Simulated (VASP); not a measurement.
# SbAs2 (P6/mmm) in VASP: notebook

Runs on SbAs2. Level: PBE. Tasks: single point, relaxation of cell and atoms.

All numbers are computed with VASP 6.6.1; they aren't measurements. Logs are shortened: lines on timing, memory, paths and dates and some standing lists are left out, and cuts for length are marked.

### 1 The cell of the first run

Symmetry: P6/mmm, No. 191, hexagonal system. Conventional cell: a = 5.386 Å, b = 5.386 Å, c = 9.572 Å, α = 90.00°, β = 90.00°, γ = 120.00°. Sb (site symmetry -6m2) has 3 Sb at 3.11 Å and 9 As at 3.11 to 3.98 Å within 4.1 Å. As (site symmetry 6/mmm) has 2 As at 2.31 Å within 3.0 Å. As (site symmetry 6mm) has 2 As at 2.31 to 2.48 Å within 3.0 Å. Within 3.3 Å of As (site symmetry 6/mmm) lie 2 As at 2.48 Å and 6 Sb at 3.11 Å.

The cell was built from a structure type or drawn by symmetry, and may not be a known phase.

### 2 Single point, PBE

The input, INCAR:

```
  ALGO = Normal
  EDIFF = 1E-6
  ENCUT = 600
  GGA = PE
  GGA_COMPAT = False
  ISIF = 2
  ISMEAR = 0
  LASPH = True
  LCHARG = False
  LREAL = False
  LWAVE = False
  NBANDS = 54
  NELM = 120
  PREC = Accurate
  SIGMA = 0.1
```

The input, KPOINTS:

```
k-points
0
Gamma
  6 6 2
```

The input, POSCAR:

```
SbAs2
1.0
    5.3855899357      0.0000000000      0.0000000000
   -2.6927949678      4.6640576986      0.0000000000
    0.0000000000      0.0000000000      9.5720763973
Sb As
2 4
Direct
    0.3333333333      0.6666666667      0.0000000000
    0.6666666667      0.3333333333      0.0000000000
    0.0000000000      0.0000000000      0.5000000000
    0.0000000000      0.0000000000      0.2591475371
    0.0000000000      0.0000000000      0.7408524629
    0.0000000000      0.0000000000      0.0000000000
```

Potentials or basis: VASP PAW PBE potentials, release 64 (Sb_d_GW, As_d).

Launch:

```console
> cat potpaw_PBE.64/Sb_d_GW/POTCAR potpaw_PBE.64/As_d/POTCAR > POTCAR
> mpirun -np 1 vasp_std > vasp.out
```

OUTCAR:

```text
EDIFF = 1E-6
   ENCUT = 600
   GGA = PE
   ISIF = 2
   ISMEAR = 0
   LASPH = True
   LREAL = False
   NELM = 120
   PREC = Accurate

 ion  position               nearest neighbor table
   1  0.333  0.667  0.000-   2 3.11   6 3.11   2 3.11   6 3.11   6 3.11   2 3.11
   2  0.667  0.333  0.000-   1 3.11   6 3.11   1 3.11   6 3.11   6 3.11   1 3.11
   3  0.000  0.000  0.500-   4 2.31   5 2.31
   4  0.000  0.000  0.259-   3 2.31   6 2.48
   5  0.000  0.000  0.741-   3 2.31   6 2.48
   6  0.000  0.000  0.000-   4 2.48   5 2.48   1 3.11   2 3.11   1 3.11   2 3.11   2 3.11   1 3.11

  LATTYP: Found a hexagonal cell.
 ALAT       =     5.3855899357
 C/A-ratio  =     1.7773496519

  Lattice vectors:

 A1 = (   5.3855899357,   0.0000000000,   0.0000000000)
 A2 = (  -2.6927949678,   4.6640576986,   0.0000000000)
 A3 = (   0.0000000000,   0.0000000000,   9.5720763973)

Analysis of symmetry for initial positions (statically):
=====================================================================
 Subroutine PRICEL returns:
 Original cell was already a primitive cell.

 Routine SETGRP: Setting up the symmetry group for a
 hexagonal supercell.

 Subroutine GETGRP returns: Found 24 space group operations
 (whereof 24 operations were pure point group operations)
 out of a pool of 24 trial point group operations.

The static configuration has the point symmetry D_6h.

Analysis of symmetry for dynamics (positions and initial velocities):
=====================================================================
 Subroutine PRICEL returns:
 Original cell was already a primitive cell.

 Routine SETGRP: Setting up the symmetry group for a
 hexagonal supercell.

 Subroutine GETGRP returns: Found 24 space group operations
 (whereof 24 operations were pure point group operations)
 out of a pool of 24 trial point group operations.

The dynamic configuration has the point symmetry D_6h.

 Subroutine INISYM returns: Found 24 space group operations
 (whereof 24 operations are pure point group operations),
 and found     1 'primitive' translations

----------------------------------------------------------------------------------------

                                     Primitive cell

[... 86 lines left out ...]
   NELM   =    120;   NELMIN=  2; NELMDL= -5     # of ELM steps
   EDIFF  = 0.1E-05   stopping-criterion for ELM
   LREAL  =      F    real-space projection
   EDIFFG = 0.1E-04   stopping-criterion for IOM
   NSW    =      0    number of steps for IOM
   IBRION =     -1    ionic relax: 0-MD 1-quasi-New 2-CG
   NFREE  =      0    steps in history (QN), initial steepest desc. (CG)
   ISIF   =      2    stress and relaxation
   ISYM   =      2    0-nonsym 1-usesym 2-fastsym
   POTIM  = 0.5000    time-step for ionic-motion
   TEBEG  =    0.0;   TEEND  =   0.0 temperature during run
   PSTRESS=    0.0 pullay stress
   NELECT =      90.0000    total number of electrons
   NUPDOWN=      -1.0000    fix difference up-down
   EMIN   =  10.00;   EMAX   =-10.00  energy-range for DOS
   EFERMI =   0.00;   METHOD = LEGACY
   ISMEAR =     0;   SIGMA  =   0.10  broadening in eV -4-tet -1-fermi 0-gaus
   EFERMI_NEDOS =   21; number of points for ismear=-14 and -15
   IALGO  =     38    algorithm
   IMIX   =      4    mixing-type and parameters
     AMIX     =   0.40;   BMIX     =  1.00
     AMIX_MAG =   1.60;   BMIX_MAG =  1.00
  volume/ion in A,a.u.               =      40.07       270.43
  Fermi-wavevector in a.u.,A,eV,Ry     =   1.179835  2.229565 18.939449  1.392010
  Thomas-Fermi vector in A             =   2.316138
   LORBIT       =      0    0 simple, 1 ext, 2 COOP (PROOUT), +10 PAW based schemes
   GGA     = PE    functional components
   LHFCALC =     F    Hartree Fock is set to
   AEXX    =    0.0000 exact exchange contribution
   IVDW    =     0    specifies the selected vdW correction
   LEPSILON=     F    determine dielectric tensor
   LRPA    =     F    only Hartree local field effects (RPA)
 non-spin polarized calculation
 Gauss-broadening in eV      SIGMA  =   0.10
  energy-cutoff  :      600.00
  volume of cell :      240.44
 maximum number of plane-waves:      8066
 NGX is ok and might be reduce to    48
   NGX = 21   NGY = 21   NGZ = 39

 number of electron      90.0000023 magnetization

 Free energy of the ion-electron system (eV)
  ---------------------------------------------------
  ext. energy  EPLUGINS =         0.00000000
  ---------------------------------------------------
  free energy    TOTEN  =       -22.43534351 eV

  energy without entropy =      -22.41805363  energy(sigma->0) =      -22.42669857

 E-fermi :   0.3360     XC(G=0):  -7.6158

 val. band max:        0.3275274487   @ k =   0.3333   0.0000   0.0000
 cond. band min:       0.4987925214   @ k =   0.1667   0.0000   0.5000
 fundamental gap:      0.1712650727
 Fermi energy:         0.3359668930

 k-point     1 :       0.0000    0.0000    0.0000
  band No.  band energies     occupation
      1     -35.6902      2.00000
      2     -35.6613      2.00000
      3     -35.6613      2.00000
      4     -35.6592      2.00000
      5     -35.6592      2.00000
      6     -35.3825      2.00000
[... 787 lines left out ...]
     53       6.1892      0.00000
     54       6.6891      0.00000

------------------------ aborting loop because EDIFF is reached ----------------------------------------

  FORCE on cell =-STRESS in cart. coord.  units (eV):
  Direction    XX          YY          ZZ          XY          YZ          ZX
  --------------------------------------------------------------------------------------
  -------------------------------------------------------------------------------------
  Total        0.0671359      0.0671359     -0.0261702      0.0000000     -0.0000000      0.0000000
  in kB        0.4473649      0.4473649     -0.1743869      0.0000000     -0.0000000      0.0000000
  external PRESSURE =       0.2401143 kB  Pullay stress =       0.0000000 kB

 VOLUME and BASIS-vectors are now :
 -----------------------------------------------------------------------------
  energy-cutoff  :      600.00
  volume of cell :      240.44
      direct lattice vectors                 reciprocal lattice vectors
     5.385589936  0.000000000  0.000000000     0.185680680  0.107202790  0.000000000
    -2.692794968  4.664057699  0.000000000     0.000000000  0.214405581  0.000000000
     0.000000000  0.000000000  9.572076397     0.000000000  0.000000000  0.104470541

 POSITION                                       TOTAL-FORCE (eV/Angst)
 -----------------------------------------------------------------------------------
     -0.00000      3.10937      0.00000         0.000000     -0.000000      0.000000
      2.69279      1.55469      0.00000         0.000000      0.000000     -0.000000
      0.00000      0.00000      4.78604        -0.000000      0.000000      0.000000
      0.00000      0.00000      2.48058        -0.000000      0.000000      0.036210
      0.00000      0.00000      7.09150        -0.000000     -0.000000     -0.036210
      0.00000      0.00000      0.00000        -0.000000      0.000000      0.000000
 -----------------------------------------------------------------------------------
    total drift:                               -0.000000      0.000000      0.000000

  FREE ENERGIE OF THE ION-ELECTRON SYSTEM (eV)
  ---------------------------------------------------
  free  energy   TOTEN  =       -22.4353435105 eV

  energy  without entropy=      -22.4180536268  energy(sigma->0) =      -22.42669857
```

OSZICAR:

```text
N       E                     dE             d eps       ncg     rms          rms(c)
DAV:   1     0.117095289403E+04    0.11710E+04   -0.38752E+04  2382   0.129E+04
DAV:   2     0.322349394300E+03   -0.84860E+03   -0.82220E+03  2370   0.245E+03
DAV:   3     0.297147344753E+02   -0.29263E+03   -0.28661E+03  2574   0.409E+02
DAV:   4    -0.195099014601E+02   -0.49225E+02   -0.48757E+02  3000   0.193E+02
DAV:   5    -0.222483960118E+02   -0.27385E+01   -0.27208E+01  2544   0.400E+01    0.568E+00
DAV:   6    -0.224686498738E+02   -0.22025E+00   -0.65930E+00  2992   0.267E+01    0.384E+00
DAV:   7    -0.224389336390E+02    0.29716E-01   -0.45876E-01  2524   0.745E+00    0.243E+00
DAV:   8    -0.224326592544E+02    0.62744E-02   -0.74129E-02  2216   0.458E+00    0.322E-01
DAV:   9    -0.224340101631E+02   -0.13509E-02   -0.17449E-02  2024   0.238E+00    0.133E-01
DAV:  10    -0.224350748088E+02   -0.10646E-02   -0.11124E-02  2440   0.934E-01    0.965E-02
DAV:  11    -0.224352035121E+02   -0.12870E-03   -0.16780E-03  2120   0.114E+00    0.216E-02
DAV:  12    -0.224352666542E+02   -0.63142E-04   -0.73450E-04  2040   0.448E-01    0.104E-02
DAV:  13    -0.224353383009E+02   -0.71647E-04   -0.72262E-04  2608   0.167E-01    0.708E-03
DAV:  14    -0.224353431898E+02   -0.48889E-05   -0.43178E-05  2104   0.400E-02    0.213E-03
DAV:  15    -0.224353435105E+02   -0.32069E-06   -0.36305E-06  1624   0.229E-02
   1 F= -.22435344E+02 E0= -.22426699E+02  d E =-.172899E-01
```

Wall time 6 min (1 thread of Intel Xeon Platinum 8259CL at 2.50GHz (Skylake/Cascade Lake), shared host); peak memory 0.53 GiB.

Results:

```yaml
Free_energy: -22.4353 eV
Pressure: 0.0 GPa
Largest_force: 0.036 eV/Å
Band_gap_on_the_k_mesh: zero (bands 45 and 46 overlap by 1.25 eV)
```

Forces in eV/Å, atoms in the order of the input:
```
Sb   0.000  0.000  0.000
Sb   0.000  0.000  0.000
As   0.000  0.000  0.000
As   0.000  0.000  0.036
As   0.000  0.000 -0.036
As   0.000  0.000  0.000
```

Caveat: spin-orbit coupling is left out, which moves the levels of the heavy elements.

### 3 Relaxation of cell and atoms, PBE

This run uses another cell than the first one, of 26.05 Å³/atom.

The input, INCAR:

```
PREC = Accurate
ENCUT = 600
EDIFF = 1E-6
ISMEAR = 0
SIGMA = 0.1
LREAL = False
LASPH = True
NELM = 80
ALGO = Normal
ISIF = 3
LWAVE = False
LCHARG = False
GGA = PE
IBRION = 2
NSW = 90
EDIFFG = -0.04
```

The input, KPOINTS:

```
regular mesh
0
Gamma
  6 6 2
```

The input, POSCAR:

```
SbAs2
1.0
    4.4197982200      0.0000000000      0.0000000000
   -2.2098991100      3.8276575400      0.0000000000
    0.0000000000      0.0000000000      9.2397114600
Sb As
2 4
Direct
    0.3333333300      0.6666666700      0.0000000000
    0.6666666700      0.3333333300      0.0000000000
    0.0000000000      0.0000000000      0.5000000000
    0.0000000000      0.0000000000      0.2299970300
    0.0000000000      0.0000000000      0.7700029700
    0.0000000000      0.0000000000      0.0000000000
```

Potentials or basis: VASP PAW PBE potentials, release 64 (Sb, As).

Launch:

```console
> cat potpaw_PBE.64/Sb/POTCAR potpaw_PBE.64/As/POTCAR > POTCAR
> mpirun -np 1 vasp_std > vasp.out
```

It took 7.9 min on 1 thread of Intel Xeon Platinum 8259CL at 2.50GHz (Skylake/Cascade Lake), shared host; peak memory 0.34 GiB.

It converged, with:

| Item | Value |
| --- | --- |
| Free energy | -22.3595 eV |
| Relaxed volume | 40.16 Å³/atom |
| Relaxed cell | a = 5.390 Å, b = 5.390 Å, c = 9.578 Å, α = 90.00°, β = 90.00°, γ = 120.00° |
| Space group after relaxing (to 0.1 Å) | P6/mmm (No. 191) |
| Energy gained by relaxing | 1326.9 meV/atom |
| Ionic steps | 10 |
| Pressure after relaxing | 0.0 GPa |
| Band gap on the k mesh | zero (bands 15 and 16 overlap by 1.25 eV) |

Forces on the atoms (eV/Å):
```
Sb   0.000  0.000  0.000
Sb   0.000  0.000  0.000
As   0.000  0.000  0.000
As   0.000  0.000 -0.002
As   0.000  0.000  0.002
As   0.000  0.000  0.000
```

Stress tensor (GPa, compression positive):
```
-0.03  0.00  0.00
 0.00 -0.03  0.00
 0.00  0.00  0.15
```

Step by step:
```csv
step,energy change (eV),largest force (eV/Å),pressure (GPa),volume (Å³)
1,0.0000,7.1700,34.61,156.31
2,-6.1024,0.8191,-5.20,319.79
3,-7.4431,1.0753,-1.35,238.28
4,-7.4457,0.9725,-1.99,244.29
5,-7.4480,1.0076,-1.77,242.11
6,-7.8177,0.5539,2.16,234.29
7,-7.9538,0.1867,0.42,236.92
8,-7.9538,0.1595,0.49,236.80
9,-7.9612,0.0302,0.12,240.11
10,-7.9615,0.0022,0.03,240.98
```

Final structure:
```
Sb As
1.0
     5.39004    0.00000    0.00000
    -2.69502    4.66792    0.00000
     0.00000    0.00000    9.57792
Sb As
2 4
Direct
  0.33333 0.66667 0.00000
  0.66667 0.33333 0.00000
  0.00000 0.00000 0.50000
  0.00000 0.00000 0.25913
  0.00000 0.00000 0.74087
  0.00000 0.00000 0.00000
```

Levels at points of the mesh, in eV from the Fermi level:
| k point | band 13 | band 14 | band 15 | band 16 | band 17 | band 18 |
| --- | --- | --- | --- | --- | --- | --- |
| (0.00, 0.00, 0.00) | -1.33 | -1.33 | -0.59 | -0.59 | 1.42 | 2.06 |
| (0.50, 0.00, 0.00) | -0.52 | -0.25 | -0.11 | 0.72 | 1.09 | 1.66 |
| (0.00, 0.00, 0.50) | -1.71 | -1.71 | -0.93 | 0.27 | 0.27 | 1.32 |
| (0.50, 0.00, 0.50) | -0.96 | -0.23 | -0.14 | -0.06 | 0.25 | 1.13 |

Caveat: the volume moved by over 15 % at a fixed basis, so the end points are rough; spin-orbit coupling is left out, which moves the levels of the heavy elements.

(Part 1 of 2 ends here.)
